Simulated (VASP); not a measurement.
Wanted: the native input for a VASP 6.6.1 run.

* Task: relaxation of cell and atoms
* Functional: PBE
* Potentials or basis: VASP PAW PBE potentials, release 64 (Sb, Se)
* Cutoff: 600 eV
* k mesh: 10 × 10 × 10
* Occupations: gaussian, width 0.1 eV
* Spin: no spin polarisation
* Dipole correction: no
* Further INCAR settings: ALGO = Normal; EDIFF = 1e-07; IBRION = 2; EDIFFG = -0.01; NSW = 100; ISIF = 3

The structure of SbSe3 lies in POSCAR:

```
SbSe3
1.0
    4.4896571617      0.0000000000      0.0000000000
    0.0000000000      4.4896571617      0.0000000000
    0.0000000000      0.0000000000      4.4896571617
Sb Se
1 3
Direct
    0.0000000000      0.0000000000      0.0000000000
    0.0000000000      0.5000000000      0.5000000000
    0.5000000000      0.0000000000      0.5000000000
    0.5000000000      0.5000000000      0.0000000000
```

These files were run (other wordings do the same):

INCAR

```
SYSTEM = SbSe3
  PREC = Accurate
  ENCUT = 600
  EDIFF = 1E-7
  ISMEAR = 0
  SIGMA = 0.1
  LREAL = .False.
  LASPH = .True.
  NELM = 100
  ALGO = Normal
  ISIF = 3
  LWAVE = .False.
  LCHARG = .False.
  GGA = PE
  IBRION = 2
  NSW = 100
  EDIFFG = -0.01
```

KPOINTS

```
regular mesh
0
Gamma
  10 10 10
  0 0 0
```

Potentials or basis: VASP PAW PBE potentials, release 64 (Sb, Se).

The run is started by

```bash
$ cat potpaw_PBE.64/Sb/POTCAR potpaw_PBE.64/Se/POTCAR > POTCAR
$ mpirun -np 1 vasp_std > vasp.out
```

It gave:

```json
{
 "Relaxed volume": "22.29 Å³/atom",
 "Relaxed cell": "a = 4.468 Å, b = 4.468 Å, c = 4.468 Å, α = 90.00°, β = 90.00°, γ = 90.00°",
 "Space group after relaxing (to 0.05 Å)": "Pm-3m (No. 221)",
 "Energy gained by relaxing": "1.0 meV/atom",
 "Ionic steps": "3",
 "Pressure after relaxing": "0.0 GPa"
}
```

It took 57 s on 1 thread of Intel(R) Xeon(R) 6975P-C (Granite Rapids) (shared host), peak memory 0.27 GiB.
